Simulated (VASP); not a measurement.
A run of VASP 6.6.1:

The input INCAR:

```
ALGO = Normal
EDIFF = 1E-6
ENCUT = 520
GGA = PS
ISIF = 2
ISMEAR = 0
ISPIN = 2
LASPH = T
LCHARG = F
LMAXMIX = 4
LORBIT = 11
LREAL = F
LWAVE = F
MAGMOM = 0.82
NBANDS = 15
NELM = 150
PREC = Accurate
SIGMA = 0.1
```

The input KPOINTS:

```
k-points
0
Gamma
  10 10 10
```

Contents of POSCAR:

```
Ni
1.0
    0.0000000000      1.7329992001      1.7329992001
    1.7329992001      0.0000000000      1.7329992001
    1.7329992001      1.7329992001      0.0000000000
Ni
1
Direct
    0.0000000000      0.0000000000      0.0000000000
```

Potentials or basis: VASP PAW PBE potentials, release 64 (Ni).

The run is started by

```bash
$ cat potpaw_PBE.64/Ni/POTCAR > POTCAR
$ mpirun -np 1 vasp_std > vasp.out
```

Hardware: 1 thread of AMD EPYC 7R13 (shared host).

Problem. How long does it take, and how much memory?

Solution. Wall time 36 s on 1 thread of AMD EPYC 7R13 (shared host), peak memory 0.1 GiB. Counts: scf iterations 13, k points 47.
